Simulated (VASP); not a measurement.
# Rh: single point with PBE

The system is Rh.

```
CELL_PARAMETERS angstrom
0.00000 1.94043 1.94043
1.94043 0.00000 1.94043
1.94043 1.94043 0.00000
ATOMIC_POSITIONS crystal
Rh 0.00000 0.00000 0.00000
```

This cell differs from its parent crystal: volume scaled by 1.04.

```json
{
 "Program": "VASP 6.6.1",
 "Task": "single point",
 "Functional": "PBE",
 "Potentials or basis": "VASP PAW PBE potentials, release 64 (Rh_pv)",
 "Cutoff": "520 eV",
 "k mesh": "23 × 23 × 23",
 "Occupations": "fermi-dirac, width 0.05 eV",
 "Spin": "collinear spin, ferromagnetic start",
 "Starting moments": "[1.0] μB",
 "Dipole correction": "no",
 "Further INCAR settings": "ALGO = Normal; EDIFF = 1e-06; NBANDS = 18"
}
```

| Quantity | Value |
| --- | --- |
| Pressure | -9.1 GPa |
| Net moment | 0.00 μB per cell |
| Valence electrons inside the program's atomic spheres | Rh 13.68 |

Levels at points of the mesh, in eV from the Fermi level:
Spin up:
| k point | band 3 | band 4 | band 5 | band 6 | band 7 | band 8 | band 9 | band 10 | band 11 | band 12 |
| --- | --- | --- | --- | --- | --- | --- | --- | --- | --- | --- |
| (0.00, 0.00, 0.00) | -46.27 | -7.51 | -2.79 | -2.79 | -2.79 | -0.90 | -0.90 | 16.02 | 20.72 | 21.14 |
Spin down:
```tsv
k point	band 4	band 5	band 6	band 7	band 8	band 9	band 10	band 11
(0.00, 0.00, 0.00)	-7.51	-2.79	-2.79	-2.79	-0.90	-0.90	16.02	20.72
```

Wall time 91 s on 1 thread of Intel(R) Xeon(R) Platinum 8488C (Sapphire Rapids), with other jobs on the host, peak memory 0.24 GiB.
